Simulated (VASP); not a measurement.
# MgS (F-43m) in VASP: a series of runs

Aim: see how the results for MgS move with the level of theory and the settings. Levels: revPBE+U, PBE+D3(BJ)+U, PBEsol+U, PBE+U. Tasks: single point.

Program: VASP 6.6.1. These are calculated values, not measurements. Logs are shortened: lines on timing, memory, paths and dates and some standing lists are left out, and cuts for length are marked.

### Step 1. The cell of the first run

Symmetry: F-43m, No. 216, cubic system. Conventional cell: a = 5.422 Å, b = 5.422 Å, c = 5.422 Å, α = 90.00°, β = 90.00°, γ = 90.00°. Within 3.1 Å of Mg (site symmetry -43m) lie 4 S at 2.35 Å. S (site symmetry -43m) has 4 Mg at 2.35 Å within 3.1 Å.

### Step 2. Single point, revPBE+U

INCAR

```
  ALGO = Normal
  EDIFF = 1E-6
  ENCUT = 600
  GGA = RE
  GGA_COMPAT = False
  ISIF = 2
  ISMEAR = 1
  LASPH = True
  LCHARG = True
  LDAU = True
  LDAUJ = 0 0
  LDAUL = -1 1
  LDAUPRINT = 1
  LDAUTYPE = 2
  LDAUU = 0 3.4
  LELF = True
  LREAL = False
  LVHAR = True
  LWAVE = False
  NBANDS = 11
  NELM = 200
  PREC = Accurate
  SIGMA = 0.13605693122994
```

KPOINTS

```
k-points
0
Gamma
  4 4 4
```

POSCAR

```
MgS
1.0
    0.0000000000      2.7108137459      2.7108137459
    2.7108137459      0.0000000000      2.7108137459
    2.7108137459      2.7108137459      0.0000000000
Mg S
1 1
Direct
    0.0000000000      0.0000000000      0.0000000000
    0.7500000000      0.7500000000      0.7500000000
```

Potentials or basis: VASP PAW PBE potentials, release 64 (Mg, S).

Started as:

```sh
$ cat potpaw_PBE.64/Mg/POTCAR potpaw_PBE.64/S/POTCAR > POTCAR
$ mpirun -np 1 vasp_std > vasp.out
```

OUTCAR:

```text
EDIFF = 1E-6
   ENCUT = 600
   GGA = RE
   ISIF = 2
   ISMEAR = 1
   LASPH = True
   LREAL = False
   NELM = 200
   PREC = Accurate

 ion  position               nearest neighbor table
   1  0.000  0.000  0.000-   2 2.35   2 2.35   2 2.35   2 2.35
   2  0.750  0.750  0.750-   1 2.35   1 2.35   1 2.35   1 2.35

  LATTYP: Found a face centered cubic cell.
 ALAT       =     5.4216274918

  Lattice vectors:

 A1 = (   0.0000000000,   2.7108137459,   2.7108137459)
 A2 = (   2.7108137459,   0.0000000000,   2.7108137459)
 A3 = (   2.7108137459,   2.7108137459,   0.0000000000)

Analysis of symmetry for initial positions (statically):
=====================================================================
 Subroutine PRICEL returns:
 Original cell was already a primitive cell.

 Routine SETGRP: Setting up the symmetry group for a
 face centered cubic supercell.

 Subroutine GETGRP returns: Found 24 space group operations
 (whereof 24 operations were pure point group operations)
 out of a pool of 48 trial point group operations.

The static configuration has the point symmetry T_d .

Analysis of symmetry for dynamics (positions and initial velocities):
=====================================================================
 Subroutine PRICEL returns:
 Original cell was already a primitive cell.

 Routine SETGRP: Setting up the symmetry group for a
 face centered cubic supercell.

 Subroutine GETGRP returns: Found 24 space group operations
 (whereof 24 operations were pure point group operations)
 out of a pool of 48 trial point group operations.

The dynamic configuration has the point symmetry T_d .

 Subroutine INISYM returns: Found 24 space group operations
 (whereof 24 operations are pure point group operations),
 and found     1 'primitive' translations

----------------------------------------------------------------------------------------

                                     Primitive cell

  volume of cell :      39.8409

  direct lattice vectors                    reciprocal lattice vectors
     0.000000000  2.710813746  2.710813746    -0.184446460  0.184446460  0.184446460
     2.710813746  0.000000000  2.710813746     0.184446460 -0.184446460  0.184446460
     2.710813746  2.710813746  0.000000000     0.184446460  0.184446460 -0.184446460

  length of vectors
     3.833669565  3.833669565  3.833669565     0.319470641  0.319470641  0.319470641

  position of ions in fractional coordinates (direct lattice)
     0.000000000  0.000000000  0.000000000
     0.750000000  0.750000000  0.750000000

  ion indices of the primitive-cell ions
   primitive index   ion index
                 1           1
                 2           2

----------------------------------------------------------------------------------------

 KPOINTS: k-points

Automatic generation of k-mesh.
 Grid dimensions read from file:
 generate k-points for:    4    4    4

 Generating k-lattice:

  Cartesian coordinates                     Fractional coordinates (reciprocal lattice)
    -0.046111615  0.046111615  0.046111615     0.250000000  0.000000000  0.000000000
     0.046111615 -0.046111615  0.046111615     0.000000000  0.250000000  0.000000000
     0.046111615  0.046111615 -0.046111615     0.000000000  0.000000000  0.250000000

  Length of vectors
     0.079867660  0.079867660  0.079867660

  Shift w.r.t. Gamma in fractional coordinates (k-lattice)
     0.000000000  0.000000000  0.000000000

 Subroutine IBZKPT returns following result:
 ===========================================

 Found      8 irreducible k-points:

 Following reciprocal coordinates:
            Coordinates               Weight
  0.000000  0.000000  0.000000      1.000000
  0.250000  0.000000  0.000000      8.000000
  0.500000  0.000000  0.000000      4.000000
  0.250000  0.250000  0.000000      6.000000
  0.500000  0.250000  0.000000     24.000000
 -0.250000  0.250000  0.000000     12.000000
  0.500000  0.500000  0.000000      3.000000
 -0.250000  0.500000  0.250000      6.000000
   k-points           NKPTS =      8   k-points in BZ     NKDIM =      8   number of bands    NBANDS=     11
   number of dos      NEDOS =    301   number of ions     NIONS =      2
   total plane-waves  NPLWV =  32768
   dimension x,y,z NGX =    32 NGY =   32 NGZ =   32
   dimension x,y,z NGXF=    64 NGYF=   64 NGZF=   64
   ions per type =               1   1
   NGX,Y,Z   is equivalent  to a cutoff of  13.88, 13.88, 13.88 a.u.
   NGXF,Y,Z  is equivalent  to a cutoff of  27.75, 27.75, 27.75 a.u.
 SYSTEM =  unknown system
   PREC   = accura    normal or accurate (medium, high low for compatibility)
   ISTART =      0    job   : 0-new  1-cont  2-samecut
   ICHARG =      2    charge: 1-file 2-atom 10-const
   ISPIN  =      1    spin polarized calculation?
   LNONCOLLINEAR =      F non collinear calculations
   LSORBIT =      F    spin-orbit coupling
   LASPH  =      T    aspherical Exc in radial PAW
   ENCUT  =  600.0 eV  44.10 Ry    6.64 a.u.   7.66  7.66  7.66*2*pi/ulx,y,z
   NELM   =    200;   NELMIN=  2; NELMDL= -5     # of ELM steps
   EDIFF  = 0.1E-05   stopping-criterion for ELM
   LREAL  =      F    real-space projection
   EDIFFG = 0.1E-04   stopping-criterion for IOM
   NSW    =      0    number of steps for IOM
   IBRION =     -1    ionic relax: 0-MD 1-quasi-New 2-CG
   NFREE  =      0    steps in history (QN), initial steepest desc. (CG)
   ISIF   =      2    stress and relaxation
   ISYM   =      2    0-nonsym 1-usesym 2-fastsym
   POTIM  = 0.5000    time-step for ionic-motion
   TEBEG  =    0.0;   TEEND  =   0.0 temperature during run
   PSTRESS=    0.0 pullay stress
   NELECT =       8.0000    total number of electrons
   NUPDOWN=      -1.0000    fix difference up-down
   EMIN   =  10.00;   EMAX   =-10.00  energy-range for DOS
   EFERMI =   0.00;   METHOD = LEGACY
   ISMEAR =     1;   SIGMA  =   0.14  broadening in eV -4-tet -1-fermi 0-gaus
   EFERMI_NEDOS =   21; number of points for ismear=-14 and -15
   IALGO  =     38    algorithm
   IMIX   =      4    mixing-type and parameters
     AMIX     =   0.40;   BMIX     =  1.00
     AMIX_MAG =   1.60;   BMIX_MAG =  1.00
  volume/ion in A,a.u.               =      19.92       134.43
  Fermi-wavevector in a.u.,A,eV,Ry     =   0.958654  1.811593 12.503988  0.919017
  Thomas-Fermi vector in A             =   2.087780
   LORBIT       =      0    0 simple, 1 ext, 2 COOP (PROOUT), +10 PAW based schemes
 LDA+U is selected, type is set to LDAUTYPE =  2
   angular momentum for each species LDAUL =    -1    1
   U (eV)           for each species LDAUU =   0.0  3.4
   J (eV)           for each species LDAUJ =   0.0  0.0
   GGA     = RE    functional components
   LHFCALC =     F    Hartree Fock is set to
   AEXX    =    0.0000 exact exchange contribution
   IVDW    =     0    specifies the selected vdW correction
   LEPSILON=     F    determine dielectric tensor
   LRPA    =     F    only Hartree local field effects (RPA)
 non-spin polarized calculation
 Methfessel and Paxton  Order N= 1 SIGMA  =   0.14
  energy-cutoff  :      600.00
  volume of cell :       39.84
 maximum number of plane-waves:      1363
 NGX is ok and might be reduce to    32
   NGX = 15   NGY = 15   NGZ = 15

 number of electron       8.0000001 magnetization

 Free energy of the ion-electron system (eV)
  ---------------------------------------------------
  ext. energy  EPLUGINS =         0.00000000
  ---------------------------------------------------
  free energy    TOTEN  =        -5.27617246 eV

  energy without entropy =       -5.27698435  energy(sigma->0) =       -5.27644309

 E-fermi :   2.1959     XC(G=0):  -8.7572

 val. band max:        2.0926055140   @ k =   0.0000   0.0000   0.0000
 cond. band min:       5.8620429967   @ k =   0.5000   0.5000   0.0000
 fundamental gap:      3.7694374826
 Fermi energy:         2.1958918591

 k-point     1 :       0.0000    0.0000    0.0000
  band No.  band energies     occupation
      1      -9.7511      2.00000
      2       2.0926      1.95769
      3       2.0926      1.95769
      4       2.0926      1.95769
      5       6.2906      0.00000
      6      10.3423      0.00000
      7      10.3423      0.00000
      8      10.3423      0.00000
      9      13.0999      0.00000
     10      13.0999      0.00000
     11      16.8302      0.00000

 k-point     2 :       0.2500    0.0000    0.0000
  band No.  band energies     occupation
      1      -9.3522      2.00000
      2       0.0075      2.00000
      3       1.8964      2.00793
      4       1.8964      2.00793
      5       7.7394      0.00000
      6      10.4856      0.00000
      7      10.5194      0.00000
      8      10.5194      0.00000
      9      12.7850      0.00000
     10      12.7850      0.00000
     11      15.0822      0.00000

 k-point     3 :       0.5000    0.0000    0.0000
  band No.  band energies     occupation
      1      -8.8679      2.00000
      2      -1.4950      2.00000
      3       1.7251      2.00001
      4       1.7251      2.00001
      5       7.7049      0.00000
      6       9.8716      0.00000
      7       9.8716      0.00000
      8      11.4102      0.00000
      9      15.6531      0.00000
     10      15.6531      0.00000
     11      16.1681      0.00000

 k-point     4 :       0.2500    0.2500    0.0000
  band No.  band energies     occupation
      1      -9.2205      2.00000
      2       0.1665      2.00000
      3       1.4306      2.00000
      4       1.4306      2.00000
      5       7.6020      0.00000
      6       8.9077      0.00000
      7      11.1234      0.00000
      8      12.1108      0.00000
      9      12.1108      0.00000
     10      14.2179      0.00000
     11      18.4685      0.00000

 k-point     5 :       0.5000    0.2500    0.0000
  band No.  band energies     occupation
      1      -8.7342      2.00000
      2      -0.9180      2.00000
      3       0.5661      2.00000
      4       1.2723      2.00000
      5       7.3871      0.00000
      6       9.4956      0.00000
      7      11.3507      0.00000
      8      11.7682      0.00000
      9      14.7503      0.00000
     10      15.9214      0.00000
     11      17.6521      0.00000

 k-point     6 :      -0.2500    0.2500    0.0000
  band No.  band energies     occupation
      1      -8.8959      2.00000
      2      -0.6512      2.00000
      3       0.4677      2.00000
      4       1.6999      2.00000
      5       8.7031      0.00000
      6       9.5958      0.00000
      7      10.6570      0.00000
      8      11.0749      0.00000
      9      12.4180      0.00000
     10      16.3605      0.00000
     11      17.2628      0.00000

 k-point     7 :       0.5000    0.5000    0.0000
  band No.  band energies     occupation
      1      -8.5799      2.00000
      2      -1.0991      2.00000
      3       0.9001      2.00000
      4       0.9001      2.00000
      5       5.8620      0.00000
      6       7.8975      0.00000
      7      14.7187      0.00000
      8      15.5476      0.00000
      9      15.5476      0.00000
     10      16.4181      0.00000
     11      16.4994      0.00000

 k-point     8 :      -0.2500    0.5000    0.2500
  band No.  band energies     occupation
      1      -8.5668      2.00000
      2      -0.4518      2.00000
      3      -0.0894      2.00000
      4       0.5263      2.00000
      5       7.7184      0.00000
      6      10.5002      0.00000
      7      10.8520      0.00000
      8      11.1353      0.00000
      9      16.0079      0.00000
     10      16.5068      0.00000
     11      16.9004      0.00000

------------------------ aborting loop because EDIFF is reached ----------------------------------------

  FORCE on cell =-STRESS in cart. coord.  units (eV):
  Direction    XX          YY          ZZ          XY          YZ          ZX
  --------------------------------------------------------------------------------------
  -------------------------------------------------------------------------------------
  Total        3.2900976      3.2900976      3.2900976      0.0000000      0.0000000      0.0000000
  in kB      132.3092859    132.3092859    132.3092859      0.0000000      0.0000000      0.0000000
  external PRESSURE =     132.3092859 kB  Pullay stress =       0.0000000 kB

 VOLUME and BASIS-vectors are now :
 -----------------------------------------------------------------------------
  energy-cutoff  :      600.00
  volume of cell :       39.84
      direct lattice vectors                 reciprocal lattice vectors
     0.000000000  2.710813746  2.710813746    -0.184446460  0.184446460  0.184446460
     2.710813746  0.000000000  2.710813746     0.184446460 -0.184446460  0.184446460
     2.710813746  2.710813746  0.000000000     0.184446460  0.184446460 -0.184446460

 POSITION                                       TOTAL-FORCE (eV/Angst)
 -----------------------------------------------------------------------------------
      0.00000      0.00000      0.00000        -0.000000     -0.000000      0.000000
      4.06622      4.06622      4.06622         0.000000      0.000000     -0.000000
 -----------------------------------------------------------------------------------
    total drift:                                0.000000      0.000000      0.000000

  FREE ENERGIE OF THE ION-ELECTRON SYSTEM (eV)
  ---------------------------------------------------
  free  energy   TOTEN  =        -5.2761724560 eV

  energy  without entropy=       -5.2769843533  energy(sigma->0) =       -5.27644309
```

It took 6.2 s on 1 thread of AMD EPYC 7R13 (Zen 3), shared host; peak memory 0.13 GiB.

Results:

- Free energy: -5.2762 eV
- Pressure: 13.2 GPa
- Band gap on the k mesh: 3.77 eV (least direct gap 4.20 eV)

Levels at points of the mesh, in eV from the valence-band top:
| k point | band 2 | band 3 | band 4 | band 5 | band 6 | band 7 |
| --- | --- | --- | --- | --- | --- | --- |
| (0.00, 0.00, 0.00) | 0.00 | 0.00 | 0.00 | 4.20 | 8.25 | 8.25 |
| (0.50, 0.00, 0.00) | -3.59 | -0.37 | -0.37 | 5.61 | 7.78 | 7.78 |
| (0.50, 0.50, 0.00) | -3.19 | -1.19 | -1.19 | 3.77 | 5.80 | 12.63 |

Caveat: the k points lie up to 0.50 Å⁻¹ apart; the PAW data sets were made with another functional, which shifts forces and pressure a little.

### Step 3. Single point, PBE+D3(BJ)+U

This run uses another cell than the first one, of 22.74 Å³/atom.

INCAR

```
PREC     = Accurate       # precision mode
ENCUT    = 600            # plane-wave cutoff, eV
EDIFF    = 1E-6           # SCF threshold, eV
ISMEAR   = -1             # smearing method
SIGMA    = 0.11           # smearing width, eV
LREAL    = F              # projectors in reciprocal space
LASPH    = T              # aspherical terms in the spheres
NELM     = 200            # most SCF steps
ALGO     = Normal         # electronic algorithm
ISIF     = 2              # what is computed and relaxed
LWAVE    = F              # write WAVECAR
LCHARG   = T              # write CHGCAR
LDAU     = T              # DFT+U
LDAUTYPE = 2            
LDAUL    = -1 1           # shell
LDAUU    = 0 2.9          # U, eV
LDAUJ    = 0 0          
LDAUPRINT= 1            
GGA      = PE             # functional
IVDW     = 12             # dispersion correction
LELF     = T              # ELF
LVHAR    = T            
NBANDS   = 11             # bands
GGA_COMPAT= F
```

KPOINTS

```
Automatic mesh
0
Gamma
  4 4 4
```

POSCAR

```
MgS
1.0
    0.0000000000      2.8331200468      2.8331200468
    2.8331200468      0.0000000000      2.8331200468
    2.8331200468      2.8331200468      0.0000000000
Mg S
1 1
Direct
    0.0000000000      0.0000000000      0.0000000000
    0.7500000000      0.7500000000      0.7500000000
```

Potentials or basis: VASP PAW PBE potentials, release 64 (Mg, S).

Started as:

```sh
$ cat potpaw_PBE.64/Mg/POTCAR potpaw_PBE.64/S/POTCAR > POTCAR
$ mpirun -np 1 vasp_std > vasp.out
```

It took 5.9 s on 1 thread of AMD EPYC 7R13 (Zen 3), shared host; peak memory 0.15 GiB.

Results (log left out):

| Quantity | Value |
| --- | --- |
| Free energy | -6.8708 eV |
| Pressure | -0.8 GPa |
| Band gap on the k mesh | 3.36 eV |
| Dispersion energy per atom | -0.270 eV |

Levels at points of the mesh, in eV from the valence-band top:
```tsv
k point	band 1	band 2	band 3	band 4	band 5	band 6	band 7	band 8	band 9
(0.00, 0.00, 0.00)	-11.38	0.00	0.00	0.00	3.36	7.86	7.86	7.86	10.73
(0.50, 0.00, 0.00)	-10.71	-3.15	-0.33	-0.33	5.02	7.55	7.55	8.57	12.81
(0.50, 0.50, 0.00)	-10.50	-2.83	-1.04	-1.04	3.81	5.56	11.12	12.23	12.23
```

Caveat: the k points lie up to 0.48 Å⁻¹ apart. A k mesh can miss the band edges.

### Step 4. Single point, PBEsol+U

This run uses another cell than the first one, of 22.74 Å³/atom.

INCAR

```
PREC = Accurate ; ENCUT = 600
EDIFF = 1E-6 ; ISMEAR = 0
SIGMA = 0.01 ; LREAL = False
LASPH = True ; NELM = 200
ALGO = Normal ; ISIF = 2
LWAVE = False ; LCHARG = True
LDAU = True ; LDAUTYPE = 2
LDAUL = -1 1 ; LDAUU = 0 1.3
LDAUJ = 0 0 ; LDAUPRINT = 1
GGA = PS ; LELF = True
LVHAR = True ; NBANDS = 11
GGA_COMPAT = False
```

KPOINTS

```
Automatic mesh
0
Gamma
  8 8 8
```

POSCAR is that of step 3.

Started as:

```sh
$ cat potpaw_PBE.64/Mg/POTCAR potpaw_PBE.64/S/POTCAR > POTCAR
$ mpirun -np 1 vasp_std > vasp.out
```

Wall time 12 s (1 thread of AMD EPYC 7R13 (Zen 3), shared host); peak memory 0.14 GiB.

It converged, with:

```yaml
Free_energy: -7.9666 eV
Pressure: -0.3 GPa
Band_gap_on_the_k_mesh: 3.25 eV
```

Levels at points of the mesh, in eV from the valence-band top:
```csv
k point,band 2,band 3,band 4,band 5,band 6,band 7
"(0.00, 0.00, 0.00)",0.00,0.00,0.00,3.25,7.83,7.83
"(0.50, 0.00, 0.00)",-3.19,-0.33,-0.33,4.95,7.50,7.50
"(0.50, 0.50, 0.00)",-2.86,-1.05,-1.05,3.68,5.51,11.00
```

Caveat: the PAW data sets were made with another functional, which shifts forces and pressure a little. A k mesh can miss the band edges.

### Step 5. Single point, PBE+U

This run uses another cell than the first one, of 22.74 Å³/atom.

INCAR

```
ALGO     = Normal         # electronic algorithm
EDIFF    = 1E-6           # SCF threshold, eV
ENCUT    = 600            # plane-wave cutoff, eV
GGA      = PE             # functional
GGA_COMPAT= F            
ISIF     = 2              # what is computed and relaxed
ISMEAR   = 0              # smearing method
ISYM     = 0            
LASPH    = T              # aspherical terms in the spheres
LCHARG   = F              # write CHGCAR
LDAU     = T              # DFT+U
LDAUJ    = 0 0          
LDAUL    = -1 1           # shell
LDAUPRINT= 1            
LDAUTYPE = 2            
LDAUU    = 0 6.3          # U, eV
LREAL    = F              # projectors in reciprocal space
LWAVE    = F              # write WAVECAR
NBANDS   = 11             # bands
NELM     = 200            # most SCF steps
PREC     = Accurate       # precision mode
SIGMA    = 0.1            # smearing width, eV
```

KPOINTS

```
k-points
0
Gamma
  5 7 7
```

POSCAR is that of step 4.

Started as:

```sh
$ cat potpaw_PBE.64/Mg/POTCAR potpaw_PBE.64/S/POTCAR > POTCAR
$ mpirun -np 1 vasp_std > vasp.out
```

Run time: 40 s. Hardware: 1 thread of AMD EPYC 7R13 (Zen 3), shared host; peak memory 0.19 GiB.

Results (log left out):

```yaml
Free_energy: -3.8630 eV
Pressure: 1.8 GPa
Band_gap_on_the_k_mesh: 3.25 eV
```

Levels at points of the mesh, in eV from the valence-band top:
```tsv
k point	band 2	band 3	band 4	band 5	band 6	band 7
(0.00, 0.00, 0.00)	0.00	0.00	0.00	3.25	7.76	7.76
```

### Step 6. Summary

```tsv
level	U	cell	k mesh	smearing	gap on the mesh (eV)	pressure (GPa)
revPBE+U	S p U = 3.4 eV	a = 3.834 Å, angles 60.0°, 2 atoms	4 × 4 × 4	methfessel-paxton 0.136057 eV	3.77	13.2
PBE+D3(BJ)+U	S p U = 2.9 eV	a = 4.007 Å, angles 60.0°, 2 atoms	4 × 4 × 4	fermi-dirac 0.11 eV	3.36	-0.8
PBEsol+U	S p U = 1.3 eV	a = 4.007 Å, angles 60.0°, 2 atoms	8 × 8 × 8	gaussian 0.01 eV	3.25	-0.3
PBE+U	S p U = 6.3 eV	a = 4.007 Å, angles 60.0°, 2 atoms	5 × 7 × 7	gaussian 0.1 eV	3.25	1.8
```

Alike in all rows: task single point; potentials or basis VASP PAW PBE potentials, release 64 (Mg, S); no spin polarisation; cutoff (eV) 600.

Caveats: some runs use coarse meshes; the PAW data sets were made with another functional, which shifts forces and pressure a little (at least some runs).

Total energies depend on the potentials used, so only differences within one code and one set of settings carry meaning.
